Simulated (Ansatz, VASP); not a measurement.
## SnO2 in VASP and in Ansatz

Contents of INCAR:

```
SYSTEM = SnO2
PREC = Accurate ; ENCUT = 520
EDIFF = 1E-6 ; ISMEAR = 0
SIGMA = 0.05 ; LREAL = .False.
LASPH = .True. ; NELM = 60
ALGO = Normal ; ISIF = 2
LWAVE = .False. ; LCHARG = .True.
GGA = PE ; LELF = .True.
LVHAR = .True. ; NBANDS = 35
```

File KPOINTS:

```
regular mesh
0
Gamma
  6 6 8
  0 0 0
```

File POSCAR:

```
SnO2
1.0
    5.2139213958      0.0000000000      0.0000000000
    0.0000000000      5.2139213958      0.0000000000
    0.0000000000      0.0000000000      3.4970302158
Sn O
2 4
Direct
    0.0000000000      0.0000000000      0.0000000000
    0.5000000000      0.5000000000      0.5000000000
    0.3066050863      0.3066050863      0.0000000000
    0.1933949137      0.8066050863      0.5000000000
    0.6933949137      0.6933949137      0.0000000000
    0.8066050863      0.1933949137      0.5000000000
```

Input for Ansatz:

```yaml
crystal:
  lattice:
    - [5.2139213958, 0.0, 0.0]
    - [0.0, 5.2139213958, 0.0]
    - [0.0, 0.0, 3.4970302158]
  atoms:
    - { symbol: Sn, position: [0.0, 0.0, 0.0] }
    - { symbol: Sn, position: [0.5, 0.5, 0.5] }
    - { symbol: O, position: [0.3066050863, 0.3066050863, 0.0] }
    - { symbol: O, position: [0.1933949137, 0.8066050863, 0.5] }
    - { symbol: O, position: [0.6933949137, 0.6933949137, 0.0] }
    - { symbol: O, position: [0.8066050863, 0.1933949137, 0.5] }
basis:
  ecutwfc: 420
kpoints:
  mp_grid: { grid: [6, 6, 8] }
hamiltonian:
  xc: pbe
scf:
  occupations: { method: gaussian, width: 0.05 }
output:
  forces: true
  stress: true
  eigenvalues: true
```

Change from the starting cell: strain +0.080 along x and y, +0.080 along z, atoms carried along.

Alike in both runs: task single point; functional PBE; k mesh 6 × 6 × 8; occupations gaussian, width 0.05 eV; no spin polarisation.

```csv
,VASP,Ansatz
version,VASP 6.6.1,Ansatz 0.2.0
potentials or method,"VASP PAW PBE potentials, release 64 (Sn_d, O), cutoff 520 eV","scalar-relativistic, plane waves, PAW"
valence electrons in the cell,52,52
```

Ansatz gave:

- gap on the k mesh at the Fermi level (eV): 0.04
- least direct gap on the mesh (eV): 0.09
- pressure (GPa): -23.1
- traceless stress, the component that is largest in VASP (GPa): -4.95
- rms of the force components (eV/Å): 0.258

Q: What did VASP give for the same quantities?

A: gap on the k mesh at the Fermi level (eV): 0.04; least direct gap on the mesh (eV): 0.08; pressure (GPa): -23.0; traceless stress, the component that is largest in VASP (GPa): -4.83; rms of the force components (eV/Å): 0.253.

Atom by atom the forces differ by 0.005 eV/Å (rms over components). The functional is the same, so the differences come from potentials, cutoffs and numerics.
